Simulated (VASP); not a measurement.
# NiMoIrPdW (P3m1) in VASP: single point with revPBE

Aim: the single point of NiMoIrPdW with revPBE.

All numbers are computed with VASP 6.6.1; they aren't measurements. Logs are shortened: lines on timing, memory, paths and dates and some standing lists are left out, and cuts for length are marked.

## Step 1: The cell of the first run

The structure is trigonal, space group P3m1 (No. 156). The conventional cell has a = 2.776 Å, b = 2.776 Å, c = 11.097 Å, α = 90.00°, β = 90.00°, γ = 120.00°. Within 3.5 Å of Ni (site symmetry 3m) lie 3 Mo at 2.62 Å and 3 Pd at 2.73 Å and 6 Ni at 2.78 Å. Within 3.5 Å of Mo (site symmetry 3m) lie 3 Ni at 2.62 Å and 6 Mo at 2.78 Å and 3 Ir at 2.83 Å. Within 3.6 Å of Pd (site symmetry 3m) lie 3 Ni at 2.73 Å and 3 W at 2.76 Å and 6 Pd at 2.78 Å. Within 3.6 Å of Ir (site symmetry 3m) lie 3 W at 2.75 Å and 6 Ir at 2.78 Å and 3 Mo at 2.83 Å. Within 3.6 Å of W (site symmetry 3m) lie 3 Ir at 2.75 Å and 3 Pd at 2.76 Å and 6 W at 2.78 Å.

## Step 2: Single point, revPBE, collinear spin, ferromagnetic start

INCAR reads:

```
  ALGO = Normal
  EDIFF = 1E-6
  ENCUT = 520
  GGA = RE
  ISIF = 2
  ISMEAR = -1
  ISPIN = 2
  LASPH = True
  LCHARG = False
  LMAXMIX = 4
  LORBIT = 11
  LREAL = False
  LWAVE = False
  MAGMOM = 1 1 0 0.6 0
  NBANDS = 40
  NELM = 150
  PREC = Accurate
  SIGMA = 0.05
```

KPOINTS reads:

```
k-points
0
Gamma
  8 8 2
```

POSCAR reads:

```
NiMoIrPdW
1.0
    2.7757129942      0.0000028968      0.0000000000
   -1.3878590058      2.4038365182      0.0000000000
    0.0000000000      0.0000000000     11.0966437893
Ni Mo Pd Ir W
1 1 1 1 1
Direct
    0.3333333333      0.6666666667      0.5963030348
    0.0000000000      0.0000000000      0.4098262876
    0.6666666667      0.3333333333      0.7958157715
    0.6666666667      0.3333333333      0.1999531996
    0.3333333333      0.6666666667      0.9981017065
```

Potentials or basis: VASP PAW PBE potentials, release 64 (Ni, Mo_sv, Pd, Ir, W_sv).

Command:

```
$ cat potpaw_PBE.64/Ni/POTCAR potpaw_PBE.64/Mo_sv/POTCAR potpaw_PBE.64/Pd/POTCAR potpaw_PBE.64/Ir/POTCAR potpaw_PBE.64/W_sv/POTCAR > POTCAR
$ mpirun -np 1 vasp_std > vasp.out
```

OUTCAR:

```text
EDIFF = 1E-6
   ENCUT = 520
   GGA = RE
   ISIF = 2
   ISMEAR = -1
   ISPIN = 2
   LASPH = True
   LORBIT = 11
   LREAL = False
   NELM = 150
   PREC = Accurate

 ion  position               nearest neighbor table
   1  0.333  0.667  0.596-   2 2.62   2 2.62   2 2.62   3 2.73   3 2.73   3 2.73
   2  0.000  0.000  0.410-   1 2.62   1 2.62   1 2.62   4 2.83   4 2.83   4 2.83
   3  0.667  0.333  0.796-   1 2.73   1 2.73   1 2.73   5 2.76   5 2.76   5 2.76
   4  0.667  0.333  0.200-   5 2.75   5 2.75   5 2.75   2 2.83   2 2.83   2 2.83
   5  0.333  0.667  0.998-   4 2.75   4 2.75   4 2.75   3 2.76   3 2.76   3 2.76

  LATTYP: Found a hexagonal cell.
 ALAT       =     2.7757129942
 C/A-ratio  =     3.9977633900

  Lattice vectors:

 A1 = (   2.7757129942,   0.0000028968,   0.0000000000)
 A2 = (  -1.3878590058,   2.4038365182,   0.0000000000)
 A3 = (   0.0000000000,   0.0000000000,  11.0966437893)

Analysis of symmetry for initial positions (statically):
=====================================================================
 Subroutine PRICEL returns:
 Original cell was already a primitive cell.

 Routine SETGRP: Setting up the symmetry group for a
 hexagonal supercell.

 Subroutine GETGRP returns: Found  6 space group operations
 (whereof  6 operations were pure point group operations)
 out of a pool of 24 trial point group operations.

The static configuration has the point symmetry C_3v.

Analysis of symmetry for dynamics (positions and initial velocities):
=====================================================================
 Subroutine PRICEL returns:
 Original cell was already a primitive cell.

 Routine SETGRP: Setting up the symmetry group for a
 hexagonal supercell.

 Subroutine GETGRP returns: Found  6 space group operations
 (whereof  6 operations were pure point group operations)
 out of a pool of 24 trial point group operations.

The dynamic configuration has the point symmetry C_3v.

Analysis of structural, dynamic, and magnetic symmetry:
=====================================================================
 Subroutine PRICEL returns:
 Original cell was already a primitive cell.

 Routine SETGRP: Setting up the symmetry group for a
 hexagonal supercell.

 Subroutine GETGRP returns: Found  6 space group operations
 (whereof  6 operations were pure point group operations)
 out of a pool of 24 trial point group operations.
[... 128 lines left out ...]
   LHFCALC =     F    Hartree Fock is set to
   AEXX    =    0.0000 exact exchange contribution
   IVDW    =     0    specifies the selected vdW correction
   LEPSILON=     F    determine dielectric tensor
   LRPA    =     F    only Hartree local field effects (RPA)
 spin polarized calculation
  energy-cutoff  :      520.00
  volume of cell :       74.04
 maximum number of plane-waves:      2022
 NGX is ok and might be reduce to    24
   NGX = 11   NGY = 11   NGZ = 41

 number of electron      56.9999997 magnetization       0.0029930

 Free energy of the ion-electron system (eV)
  ---------------------------------------------------
  ext. energy  EPLUGINS =         0.00000000
  ---------------------------------------------------
  free energy    TOTEN  =       -41.08783678 eV

  energy without entropy =      -41.03986726  energy(sigma->0) =      -41.06385202

 E-fermi :  10.3266     XC(G=0): -13.2039

 val. band max:       10.3253663328   @ k =   0.3750   0.2500   0.5000
 cond. band min:      10.3267003855   @ k =   0.3750   0.2500   0.5000
 fundamental gap:      0.0013340526
 Fermi energy:        10.3265911836

 spin component 1

 k-point     1 :       0.0000    0.0000    0.0000
  band No.  band energies     occupation
      1     -63.8276      1.00000
      2     -50.7396      1.00000
      3     -28.2001      1.00000
      4     -27.4059      1.00000
      5     -27.4059      1.00000
      6     -24.9081      1.00000
[... 849 lines left out ...]
     39      18.4828      0.00000
     40      18.5453      0.00000
 Fermi energy:        10.3265911836

 spin component 2

 k-point     1 :       0.0000    0.0000    0.0000
  band No.  band energies     occupation
      1     -63.8276      1.00000
      2     -50.7392      1.00000
      3     -28.2002      1.00000
      4     -27.4060      1.00000
      5     -27.4060      1.00000
      6     -24.9076      1.00000
[... 849 lines left out ...]
     39      18.4830      0.00000
     40      18.5457      0.00000

------------------------ aborting loop because EDIFF is reached ----------------------------------------

  FORCE on cell =-STRESS in cart. coord.  units (eV):
  Direction    XX          YY          ZZ          XY          YZ          ZX
  --------------------------------------------------------------------------------------
  -------------------------------------------------------------------------------------
  Total        0.0941964      0.0941964      0.0560850      0.0000000      0.0000000      0.0000000
  in kB        2.0383263      2.0383263      1.2136281      0.0000000      0.0000000      0.0000000
  external PRESSURE =       1.7634269 kB  Pullay stress =       0.0000000 kB

 VOLUME and BASIS-vectors are now :
 -----------------------------------------------------------------------------
  energy-cutoff  :      520.00
  volume of cell :       74.04
      direct lattice vectors                 reciprocal lattice vectors
     2.775712994  0.000002897  0.000000000     0.360267578  0.208001084  0.000000000
    -1.387859006  2.403836518  0.000000000    -0.000000434  0.416001417  0.000000000
     0.000000000  0.000000000 11.096643789     0.000000000  0.000000000  0.090117338

 POSITION                                       TOTAL-FORCE (eV/Angst)
 -----------------------------------------------------------------------------------
     -0.00000      1.60256      6.61696        -0.000000      0.000000      0.010190
      0.00000      0.00000      4.54770        -0.000000     -0.000000     -0.006518
      1.38786      0.80128      8.83088         0.000000      0.000000     -0.010265
      1.38786      0.80128      2.21881        -0.000000     -0.000000      0.022295
     -0.00000      1.60256     11.07558         0.000000      0.000000     -0.015702
 -----------------------------------------------------------------------------------
    total drift:                                0.000000     -0.000000     -0.000649

  FREE ENERGIE OF THE ION-ELECTRON SYSTEM (eV)
  ---------------------------------------------------
  free  energy   TOTEN  =       -41.0878367805 eV

  energy  without entropy=      -41.0398672627  energy(sigma->0) =      -41.06385202

 total charge

# of ion       s       p       d       tot
------------------------------------------
    1        0.454   0.381   8.301   9.135
    2        2.372   6.182   3.877  12.431
    3        0.532   0.543   8.472   9.547
    4        0.687   0.716   6.953   8.356
    5        2.407   6.305   3.325  12.036
--------------------------------------------------
tot          6.450  14.127  30.928  51.505

 magnetization (x)

# of ion       s       p       d       tot
------------------------------------------
    1        0.000   0.000   0.001   0.001
    2        0.000   0.000   0.000   0.000
    3       -0.000  -0.000   0.000   0.000
    4        0.000   0.000   0.000   0.000
    5        0.000  -0.000  -0.000  -0.000
--------------------------------------------------
tot          0.000   0.000   0.002   0.002
```

OSZICAR:

```text
N       E                     dE             d eps       ncg     rms          rms(c)
DAV:   1     0.657410553871E+03    0.65741E+03   -0.28850E+04  3200   0.161E+03
DAV:   2    -0.225837096540E+01   -0.65967E+03   -0.63230E+03  3280   0.488E+02
DAV:   3    -0.437621803919E+02   -0.41504E+02   -0.38582E+02  3688   0.130E+02
[... 17 lines left out ...]
DAV:  21    -0.410879886798E+02   -0.27044E-04   -0.18123E-04  4320   0.965E-02    0.180E-01
DAV:  22    -0.410878692900E+02    0.11939E-03   -0.20733E-04  4336   0.107E-01    0.106E-01
DAV:  23    -0.410878554530E+02    0.13837E-04   -0.10048E-04  3856   0.657E-02    0.773E-02
DAV:  24    -0.410878317030E+02    0.23750E-04   -0.22474E-04  4128   0.103E-01    0.161E-02
DAV:  25    -0.410878362273E+02   -0.45243E-05   -0.62139E-05  3912   0.527E-02    0.671E-03
DAV:  26    -0.410878367805E+02   -0.55320E-06   -0.80858E-06  2960   0.197E-02
   1 F= -.41087837E+02 E0= -.41063852E+02  d E =-.479695E-01  mag=     0.0015
```

Wall time 3.2 min (1 thread of Intel Xeon Platinum 8488C (Sapphire Rapids), shared host); peak memory 0.32 GiB.

What came out:

```
Free energy                                           : -41.0878 eV
Pressure                                              : 0.2 GPa
Largest force                                         : 0.022 eV/Å
Net moment                                            : 0.00 μB per cell
Valence electrons inside the program's atomic spheres : Ni 9.13; Mo 12.43; Pd 9.55; Ir 8.36; W 12.04
```

Forces in eV/Å, atoms in the order of the input:
```
Ni   0.000  0.000  0.010
Mo   0.000  0.000 -0.007
Pd   0.000  0.000 -0.010
Ir   0.000  0.000  0.022
W    0.000  0.000 -0.016
```

Stress tensor (GPa, compression positive):
```
0.20 0.00 0.00
0.00 0.20 0.00
0.00 0.00 0.12
```

Levels at points of the mesh, in eV from the Fermi level:
Spin up:
```csv
k point,band 26,band 27,band 28,band 29,band 30,band 31
"(0.00, 0.00, 0.00)",-1.44,-1.03,-1.03,-0.91,-0.31,-0.31
"(0.50, 0.00, 0.00)",-0.37,-0.18,0.69,0.96,1.29,1.63
"(0.00, 0.00, 0.50)",-1.38,-1.38,-1.22,-1.22,-0.21,-0.21
"(0.50, 0.00, 0.50)",-0.37,-0.23,0.63,0.96,1.45,2.12
```
Spin down:
```
           k point  band 25  band 26  band 27  band 28  band 29  band 30  band 31  band 32
(0.00, 0.00, 0.00)    -1.44    -1.44    -1.03    -1.03    -0.91    -0.31    -0.31    -0.20
(0.50, 0.00, 0.00)    -0.38    -0.37    -0.18     0.69     0.96     1.29     1.63     2.25
(0.00, 0.00, 0.50)    -1.46    -1.38    -1.38    -1.22    -1.22    -0.21    -0.21     0.34
(0.50, 0.00, 0.50)    -0.50    -0.37    -0.23     0.63     0.96     1.45     2.12     2.40
```

Caveat: the moments typed at the start vanished in this run; the PAW data sets were made with another functional, which shifts forces and pressure a little; spin-orbit coupling is left out, which moves the levels of the heavy elements.
